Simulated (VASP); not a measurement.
Set up this calculation in VASP 6.6.1, as the native input.

- Task: relaxation of cell and atoms
- Functional: PBEsol
- Dispersion: D3(BJ)
- Potentials or basis: VASP PAW PBE potentials, release 64 (Te, Pt)
- Cutoff: 500 eV
- k mesh: 12 × 12 × 12
- Occupations: fermi-dirac, width 0.15 eV
- Spin: no spin polarisation
- Dipole correction: no
- Further INCAR settings: ALGO = Normal; EDIFF = 1e-07; IBRION = 2; EDIFFG = -0.001; NSW = 80; ISIF = 3

The structure of TePt lies in POSCAR:

```
TePt
1.0
    1.9617081440      1.1325927250      6.3790284764
   -1.9617081440      1.1325927250      6.3790284764
    0.0000000000     -2.2651854500      6.3790284764
Te Pt
2 2
Direct
    0.6018712251      0.6018712251      0.6018712251
    0.3981287749      0.3981287749      0.3981287749
    0.8708088222      0.8708088222      0.8708088222
    0.1291911778      0.1291911778      0.1291911778
```

These files were run (other wordings do the same):

INCAR

```
SYSTEM = TePt
PREC     = Accurate       ! precision mode
ENCUT    = 500            ! plane-wave cutoff, eV
EDIFF    = 1E-7           ! SCF threshold, eV
ISMEAR   = -1             ! smearing method
SIGMA    = 0.15           ! smearing width, eV
LREAL    = .False.        ! projectors in reciprocal space
LASPH    = .True.         ! aspherical terms in the spheres
NELM     = 120            ! most SCF steps
ALGO     = Normal         ! electronic algorithm
ISIF     = 3              ! what is computed and relaxed
LWAVE    = .False.        ! write WAVECAR
LCHARG   = .False.        ! write CHGCAR
GGA      = PS             ! functional
IVDW     = 12             ! dispersion correction
IBRION   = 2              ! ionic algorithm
NSW      = 80             ! ionic steps
EDIFFG   = -0.001         ! ionic threshold
GGA_COMPAT= .False.      
NELMIN   = 4
```

KPOINTS

```
Automatic mesh
0
Gamma
  12 12 12
  0 0 0
```

Potentials or basis: VASP PAW PBE potentials, release 64 (Te, Pt).

The run is started by

```bash
$ cat potpaw_PBE.64/Te/POTCAR potpaw_PBE.64/Pt/POTCAR > POTCAR
$ mpirun -np 1 vasp_std > vasp.out
```

Results of the run:

The energy gained by relaxing is 0.1 meV/atom. The ionic steps are 12, the pressure after relaxing is 0.0 GPa and the band gap on the k mesh is zero (bands 16 and 17 overlap by 2.78 eV). The dispersion energy per atom is -0.587 eV.

Caveat: the PAW data sets were made with another functional, which shifts forces and pressure a little; spin-orbit coupling is left out, which moves the levels of the heavy elements.

Wall time 30 min on 1 thread of Intel(R) Xeon(R) 6975P-C (Granite Rapids) (shared host), peak memory 0.58 GiB.
